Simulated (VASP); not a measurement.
# MoPbS4 (P4/mmm) in VASP: further runs

MoPbS4 is run at these levels: PBE; tasks: single point.

All numbers are computed with VASP 6.6.1; they aren't measurements. Logs are shortened: lines on timing, memory, paths and dates and some standing lists are left out, and cuts for length are marked.

### 1 The cell of the first run

Symmetry: P4/mmm, No. 123, tetragonal system. The conventional cell has a = 7.757 Å, b = 7.757 Å, c = 3.001 Å, α = 90.00°, β = 90.00°, γ = 90.00°. Mo (site symmetry 4/mmm) has 2 Mo at 3.00 Å and 8 S at 4.00 Å within 4.1 Å. Within 3.8 Å of Pb (site symmetry 4/mmm) lie 4 S at 2.89 Å and 2 Pb at 3.00 Å. Within 2.6 Å of S (site symmetry m2m) lie 1 S at 1.98 Å.

The cell was generated, and may not be a known phase.

### 2 Single point, PBE, collinear spin

Input file INCAR:

```
  ALGO = Normal
  EDIFF = 1E-7
  ENCUT = 520
  GGA = PE
  ISIF = 2
  ISMEAR = 0
  ISPIN = 2
  LASPH = T
  LCHARG = F
  LMAXMIX = 4
  LORBIT = 11
  LREAL = F
  LWAVE = F
  MAGMOM = 4.3 0 0 0 0 0
  NBANDS = 39
  NELM = 150
  PREC = Accurate
  SIGMA = 0.1
```

Input file KPOINTS:

```
k-points
0
Gamma
  2 2 6
```

Input file POSCAR:

```
MoPbS4
1.0
    7.7572644893      0.0000000000      0.0000000000
    0.0000000000      7.7572644893      0.0000000000
    0.0000000000      0.0000000000      3.0007143823
Mo Pb S
1 1 4
Direct
    0.0000000000      0.0000000000      0.0000000000
    0.5000000000      0.5000000000      0.0000000000
    0.1278234332      0.5000000000      0.0000000000
    0.8721765668      0.5000000000      0.0000000000
    0.5000000000      0.1278234332      0.0000000000
    0.5000000000      0.8721765668      0.0000000000
```

Potentials or basis: VASP PAW PBE potentials, release 64 (Mo_sv, Pb_d, S).

On the command line:

```sh
cat potpaw_PBE.64/Mo_sv/POTCAR potpaw_PBE.64/Pb_d/POTCAR potpaw_PBE.64/S/POTCAR > POTCAR
mpirun -np 1 vasp_std > vasp.out
```

OUTCAR:

```text
EDIFF = 1E-7
   ENCUT = 520
   GGA = PE
   ISIF = 2
   ISMEAR = 0
   ISPIN = 2
   LASPH = T
   LORBIT = 11
   LREAL = F
   NELM = 150
   PREC = Accurate

 ion  position               nearest neighbor table
   1  0.000  0.000  0.000-
   2  0.500  0.500  0.000-   3 2.89   4 2.89   5 2.89   6 2.89
   3  0.128  0.500  0.000-   4 1.98   2 2.89
   4  0.872  0.500  0.000-   3 1.98   2 2.89
   5  0.500  0.128  0.000-   6 1.98   2 2.89
   6  0.500  0.872  0.000-   5 1.98   2 2.89

  LATTYP: Found a simple tetragonal cell.
 ALAT       =     7.7572644893
 C/A-ratio  =     0.3868263595

  Lattice vectors:

 A1 = (   7.7572644893,   0.0000000000,   0.0000000000)
 A2 = (   0.0000000000,   7.7572644893,   0.0000000000)
 A3 = (   0.0000000000,   0.0000000000,   3.0007143823)

Analysis of symmetry for initial positions (statically):
=====================================================================
 Subroutine PRICEL returns:
 Original cell was already a primitive cell.

 Routine SETGRP: Setting up the symmetry group for a
 simple tetragonal supercell.

 Subroutine GETGRP returns: Found 16 space group operations
 (whereof 16 operations were pure point group operations)
 out of a pool of 16 trial point group operations.

The static configuration has the point symmetry D_4h.

Analysis of symmetry for dynamics (positions and initial velocities):
=====================================================================
 Subroutine PRICEL returns:
 Original cell was already a primitive cell.

 Routine SETGRP: Setting up the symmetry group for a
 simple tetragonal supercell.

 Subroutine GETGRP returns: Found 16 space group operations
 (whereof 16 operations were pure point group operations)
 out of a pool of 16 trial point group operations.

The dynamic configuration has the point symmetry D_4h.

Analysis of structural, dynamic, and magnetic symmetry:
=====================================================================
 Subroutine PRICEL returns:
 Original cell was already a primitive cell.

 Routine SETGRP: Setting up the symmetry group for a
 simple tetragonal supercell.

 Subroutine GETGRP returns: Found 16 space group operations
 (whereof 16 operations were pure point group operations)
 out of a pool of 16 trial point group operations.

The overall configuration has the point symmetry D_4h.

 Subroutine INISYM returns: Found 16 space group operations
[... 123 lines left out ...]
 spin polarized calculation
 Gauss-broadening in eV      SIGMA  =   0.10
  energy-cutoff  :      520.00
  volume of cell :      180.57
 maximum number of plane-waves:      4923
 NGX is ok and might be reduce to    60
   NGX = 29   NGY = 29   NGZ = 11

 number of electron      51.9999996 magnetization       4.4555848

 Free energy of the ion-electron system (eV)
  ---------------------------------------------------
  ext. energy  EPLUGINS =         0.00000000
  ---------------------------------------------------
  free energy    TOTEN  =       -23.94772732 eV

  energy without entropy =      -23.92913914  energy(sigma->0) =      -23.93843323

 E-fermi :   3.1520     XC(G=0):  -8.4192

 val. band max:        3.1468670652   @ k =   0.0000   0.0000   0.5000
 cond. band min:       3.1641097645   @ k =   0.5000   0.5000   0.5000
 fundamental gap:      0.0172426993
 Fermi energy:         3.1519893193

 spin component 1

 k-point     1 :       0.0000    0.0000    0.0000
  band No.  band energies     occupation
      1     -58.4832      1.00000
      2     -32.7276      1.00000
      3     -32.7276      1.00000
      4     -32.4354      1.00000
      5     -14.8745      1.00000
      6     -14.3774      1.00000
[... 481 lines left out ...]
     37       8.3250      0.00000
     38       8.6746      0.00000
 Fermi energy:         3.1519893193

 spin component 2

 k-point     1 :       0.0000    0.0000    0.0000
  band No.  band energies     occupation
      1     -56.2083      1.00000
      2     -30.1580      1.00000
      3     -30.0645      1.00000
      4     -30.0645      1.00000
      5     -14.8738      1.00000
      6     -14.3761      1.00000
[... 481 lines left out ...]
     37       8.3263      0.00000
     38       9.5527      0.00000
 [bands above 38 left out]

------------------------ aborting loop because EDIFF is reached ----------------------------------------

  FORCE on cell =-STRESS in cart. coord.  units (eV):
  Direction    XX          YY          ZZ          XY          YZ          ZX
  --------------------------------------------------------------------------------------
  -------------------------------------------------------------------------------------
  Total       -0.5378714     -0.5378714     -0.2930215      0.0000000      0.0000000      0.0000000
  in kB       -4.7725139     -4.7725139     -2.5999693      0.0000000      0.0000000      0.0000000
  external PRESSURE =      -4.0483324 kB  Pullay stress =       0.0000000 kB

 VOLUME and BASIS-vectors are now :
 -----------------------------------------------------------------------------
  energy-cutoff  :      520.00
  volume of cell :      180.57
      direct lattice vectors                 reciprocal lattice vectors
     7.757264489  0.000000000  0.000000000     0.128911422  0.000000000  0.000000000
     0.000000000  7.757264489  0.000000000     0.000000000  0.128911422  0.000000000
     0.000000000  0.000000000  3.000714382     0.000000000  0.000000000  0.333253976

 POSITION                                       TOTAL-FORCE (eV/Angst)
 -----------------------------------------------------------------------------------
      0.00000      0.00000      0.00000         0.000000      0.000000     -0.000000
      3.87863      3.87863      0.00000         0.000000      0.000000     -0.000000
      0.99156      3.87863      0.00000        -0.176051      0.000000     -0.000000
      6.76570      3.87863      0.00000         0.176051     -0.000000      0.000000
      3.87863      0.99156      0.00000        -0.000000     -0.176051     -0.000000
      3.87863      6.76570      0.00000         0.000000      0.176051      0.000000
 -----------------------------------------------------------------------------------
    total drift:                                0.000000      0.000000     -0.000000

  FREE ENERGIE OF THE ION-ELECTRON SYSTEM (eV)
  ---------------------------------------------------
  free  energy   TOTEN  =       -23.9477273165 eV

  energy  without entropy=      -23.9291391362  energy(sigma->0) =      -23.93843323

 total charge

# of ion       s       p       d       tot
------------------------------------------
    1        2.262   5.975   3.855  12.091
    2        1.402   0.686   9.830  11.917
    3        1.376   2.245   0.000   3.621
    4        1.376   2.245   0.000   3.621
    5        1.376   2.245   0.000   3.621
    6        1.376   2.245   0.000   3.621
--------------------------------------------------
tot          9.170  15.639  13.685  38.493

 magnetization (x)

# of ion       s       p       d       tot
------------------------------------------
    1        0.104   0.030   3.391   3.525
    2        0.000   0.004   0.000   0.004
    3        0.001  -0.004   0.000  -0.003
    4        0.001  -0.004   0.000  -0.003
    5        0.001  -0.004   0.000  -0.003
    6        0.001  -0.004   0.000  -0.003
--------------------------------------------------
tot          0.107   0.018   3.392   3.517
```

stdout:

```text
POSCAR found type information on POSCAR MoPbS
 POSCAR found :  3 types and       6 ions
 scaLAPACK will be used
 LDA part: xc-table for (Slater+PW92), standard interpolation
 POSCAR, INCAR and KPOINTS ok, starting setup
 FFT: planning ... GRIDC
 FFT: planning ... GRID_SOFT
 FFT: planning ... GRID
 WAVECAR not read
 entering main loop
```

Wall time 2 min (1 thread of Intel Xeon 6975P-C (Granite Rapids), shared host); peak memory 0.42 GiB.

Results:

| Quantity | Value |
| --- | --- |
| Free energy | -23.9477 eV |
| Pressure | -0.4 GPa |
| Largest force | 0.176 eV/Å |
| Net moment | 4.46 μB per cell |
| Site moments | Mo +3.52; Pb +0.00; S -0.00 μB |
| Valence electrons inside the program's atomic spheres | Mo 12.09; Pb 11.92; S 3.62 |

Forces on the atoms (eV/Å):
```
Mo   0.000  0.000  0.000
Pb   0.000  0.000  0.000
S   -0.176  0.000  0.000
S    0.176  0.000  0.000
S    0.000 -0.176  0.000
S    0.000  0.176  0.000
```

Caveat: the k points lie up to 0.40 Å⁻¹ apart; spin-orbit coupling is left out, which moves the levels of the heavy elements.

### 3 Single point, PBE, collinear spin

This run uses another cell than the first one, of 28.14 Å³/atom.

Input file INCAR:

```
  PREC = Accurate
  ENCUT = 520
  EDIFF = 1E-6
  ISMEAR = 0
  SIGMA = 0.1
  LREAL = False
  LASPH = True
  NELM = 150
  ALGO = Normal
  ISIF = 2
  LWAVE = False
  LCHARG = True
  ISPIN = 2
  MAGMOM = 1 0 0 0 0 0
  LORBIT = 11
  LMAXMIX = 4
  GGA = PE
  LELF = True
  LVHAR = True
  NBANDS = 39
```

Input file KPOINTS:

```
regular mesh
0
Gamma
  4 4 4
```

Input file POSCAR:

```
MoPbS4
1.0
    5.9667766800      0.0000000000      0.0000000000
    0.0000000000      5.9667766800      0.0000000000
    0.0000000000      0.0000000000      4.7421314000
Mo Pb S
1 1 4
Direct
    0.0000000000      0.0000000000      0.0000000000
    0.5000000000      0.5000000000      0.0000000000
    0.1483811100      0.5000000000      0.0000000000
    0.8516188900      0.5000000000      0.0000000000
    0.5000000000      0.1483811100      0.0000000000
    0.5000000000      0.8516188900      0.0000000000
```

Potentials or basis: VASP PAW PBE potentials, release 64 (Mo_sv, Pb_d, S).

On the command line:

```sh
cat potpaw_PBE.64/Mo_sv/POTCAR potpaw_PBE.64/Pb_d/POTCAR potpaw_PBE.64/S/POTCAR > POTCAR
mpirun -np 1 vasp_std > vasp.out
```

Run time: 2.7 min. Hardware: 1 thread of Intel Xeon 6975P-C (Granite Rapids), shared host; peak memory 0.46 GiB.

Results (log left out):

| Item | Value |
| --- | --- |
| Free energy | -13.0805 eV |
| Pressure | 38.4 GPa |
| Largest force | 0.632 eV/Å |
| Net moment | 4.48 μB per cell |
| Site moments | Mo +3.68; Pb +0.00; S -0.01 μB |
| Valence electrons inside the program's atomic spheres | Mo 12.04; Pb 12.89; S 3.93 |

Forces on the atoms (eV/Å):
```
Mo   0.000  0.000  0.000
Pb   0.000  0.000  0.000
S   -0.632  0.000  0.000
S    0.632  0.000  0.000
S    0.000 -0.632  0.000
S    0.000  0.632  0.000
```

Stress tensor (GPa, compression positive):
```
57.68  0.00  0.00
 0.00 57.68  0.00
 0.00  0.00 -0.19
```

Levels at points of the mesh, in eV from the Fermi level:
Spin up:
```csv
k point,band 25,band 26,band 27,band 28,band 29,band 30,band 31,band 32
"(0.00, 0.00, 0.00)",-1.54,-0.77,-0.77,0.15,0.91,1.12,1.21,1.21
"(0.50, 0.00, 0.00)",-1.38,-0.99,-0.95,-0.80,-0.55,1.02,2.41,2.47
"(0.50, 0.50, 0.00)",-1.35,-1.35,-0.96,-0.51,-0.02,2.02,2.75,2.75
"(0.00, 0.00, 0.50)",-1.04,-1.04,-0.80,-0.14,0.16,1.13,1.26,1.26
"(0.50, 0.00, 0.50)",-1.33,-1.10,-0.96,-0.66,-0.53,1.53,1.66,2.17
"(0.50, 0.50, 0.50)",-1.45,-1.20,-0.94,-0.72,-0.02,0.91,2.85,3.50
```
Spin down:
| k point | band 22 | band 23 | band 24 | band 25 | band 26 | band 27 |
| --- | --- | --- | --- | --- | --- | --- |
| (0.00, 0.00, 0.00) | -1.00 | -0.72 | 0.68 | 0.94 | 1.05 | 1.17 |
| (0.50, 0.00, 0.00) | -1.03 | -0.94 | -0.76 | 0.48 | 0.66 | 0.98 |
| (0.50, 0.50, 0.00) | -1.54 | -1.54 | -0.50 | 0.82 | 1.23 | 1.65 |
| (0.00, 0.00, 0.50) | -1.42 | -0.31 | -0.11 | 1.06 | 1.14 | 1.14 |
| (0.50, 0.00, 0.50) | -1.33 | -1.00 | -0.63 | 0.69 | 0.88 | 0.92 |
| (0.50, 0.50, 0.50) | -1.50 | -1.50 | -0.71 | 1.26 | 1.45 | 1.45 |

Caveat: the stress differs along the axes, from -0 to 58 GPa; spin-orbit coupling is left out, which moves the levels of the heavy elements.
